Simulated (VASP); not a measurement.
A run of VASP 6.6.1 is set up as follows.

INCAR

```
SYSTEM = Tc
PREC = Accurate ; ENCUT = 600
EDIFF = 1E-6 ; ISMEAR = -1
SIGMA = 0.05 ; LREAL = .FALSE.
LASPH = .TRUE. ; NELM = 80
ALGO = Normal ; ISIF = 3
LWAVE = .FALSE. ; LCHARG = .FALSE.
GGA = PS ; IVDW = 12
IBRION = 2 ; NSW = 60
EDIFFG = -0.01
```

Contents of KPOINTS:

```
regular mesh
0
G
  11 11 3
  0 0 0
```

The input POSCAR:

```
Tc
1.0
    2.7393552909      0.0000000000      0.0000000000
   -1.3696776454      2.3723512719      0.0000000000
    0.0000000000      0.0000000000      8.7696844400
Tc
4
Direct
    0.6666666667      0.3333333333      0.7500000000
    0.0000000000      0.0000000000      0.5000000000
    0.3333333333      0.6666666667      0.2500000000
    0.0000000000      0.0000000000      0.0000000000
```

Potentials or basis: VASP PAW PBE potentials, release 64 (Tc_pv).

Command:

```console
$ cat potpaw_PBE.64/Tc_pv/POTCAR > POTCAR
$ mpirun -np 1 vasp_std > vasp.out
```

Task: Predict the dispersion energy per atom.

Result: -0.645 eV.

Task: What does it give for the relaxed volume?

Result: 13.68 Å³/atom.

Task: Predict the relaxed cell.

Result: a = 2.698 Å, b = 2.698 Å, c = 8.680 Å, α = 90.00°, β = 90.00°, γ = 120.00°.

Final structure:
```cif
data_structure
_symmetry_space_group_name_H-M 'P 1'
_symmetry_Int_Tables_number 1
_cell_length_a 2.6984
_cell_length_b 2.6984
_cell_length_c 8.6805
_cell_angle_alpha 90.000
_cell_angle_beta 90.000
_cell_angle_gamma 120.000
_cell_volume 54.74
loop_
_atom_site_label
_atom_site_type_symbol
_atom_site_fract_x
_atom_site_fract_y
_atom_site_fract_z
_atom_site_occupancy
Tc1 Tc 0.66667 0.33333 0.75000 1
Tc2 Tc 0.00000 0.00000 0.50000 1
Tc3 Tc 0.33333 0.66667 0.25000 1
Tc4 Tc 0.00000 0.00000 0.00000 1
```

Caveat: the PAW data sets were made with another functional, which shifts forces and pressure a little; pairwise dispersion overbinds metals, which lowers pressure and volume.
